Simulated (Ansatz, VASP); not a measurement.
**SnO: VASP beside Ansatz**

Contents of INCAR:

```
  PREC = Accurate
  ENCUT = 600
  EDIFF = 1E-6
  ISMEAR = 0
  SIGMA = 0.15
  LREAL = False
  LASPH = True
  NELM = 120
  ALGO = Normal
  ISIF = 2
  LWAVE = False
  LCHARG = True
  GGA = PS
  IVDW = 12
  LELF = True
  LVHAR = True
  NBANDS = 28
  GGA_COMPAT = False
```

Contents of KPOINTS:

```
Automatic mesh
0
Gamma
  12 12 10
```

Contents of POSCAR:

```
SnO
1.0
    3.7703910616      0.0989727654      0.0000000000
    0.0989727654      3.7703910616      0.0000000000
    0.0000000000      0.0000000000      4.5633702865
Sn O
2 2
Direct
    0.0000000000      0.5000000000      0.2532585894
    0.5000000000      0.0000000000      0.7467414106
    0.0000000000      0.0000000000      0.0000000000
    0.5000000000      0.5000000000      0.0000000000
```

Input for Ansatz:

```yaml
crystal:
  lattice:
    - [3.7703910616, 0.0989727654, 0.0]
    - [0.0989727654, 3.7703910616, 0.0]
    - [0.0, 0.0, 4.5633702865]
  atoms:
    - { symbol: Sn, position: [0.0, 0.5, 0.2532585894] }
    - { symbol: Sn, position: [0.5, 0.0, 0.7467414106] }
    - { symbol: O, position: [0.0, 0.0, 0.0] }
    - { symbol: O, position: [0.5, 0.5, 0.0] }
basis:
  ecutwfc: 420
kpoints:
  mp_grid: { grid: [12, 12, 10] }
hamiltonian:
  xc: pbesol
  dispersion: d3bj
scf:
  occupations: { method: gaussian, width: 0.15 }
output:
  forces: true
  stress: true
  eigenvalues: true
  write_density: true
  write_potential: true
  elf: true
  volumetric_format: npy
```

Change from the starting cell: strain +0.0525 x Voigt [0, 0, 0, 0, 0, 1], atoms carried along.

Alike in both runs: task single point; functional PBEsol; dispersion D3(BJ); k mesh 12 × 12 × 10; occupations gaussian, width 0.15 eV; no spin polarisation.

|  | VASP | Ansatz |
| --- | --- | --- |
| version | VASP 6.6.1 | Ansatz 0.2.0 |
| potentials or method | VASP PAW PBE potentials, release 64 (Sn_d, O), cutoff 600 eV | scalar-relativistic, plane waves, PAW |
| valence electrons in the cell | 40 | 40 |

Ansatz gave:

| Property | Result |
| --- | --- |
| gap on the k mesh at the Fermi level (eV) | none |
| pressure (GPa) | 0.1 |
| traceless stress, the component that is largest in VASP (GPa) | -4.90 |
| rms of the force components (eV/Å) | 0.005 |

Question: What did VASP give for the same quantities?

Answer: gap on the k mesh at the Fermi level (eV): none; pressure (GPa): 0.3; traceless stress, the component that is largest in VASP (GPa): -4.89; rms of the force components (eV/Å): 0.039.

VASP's potentials were made for PBE, not for PBEsol. Atom by atom the forces differ by 0.034 eV/Å (rms over components). A gap of «none» marks a metal or a gap that the smearing closes.
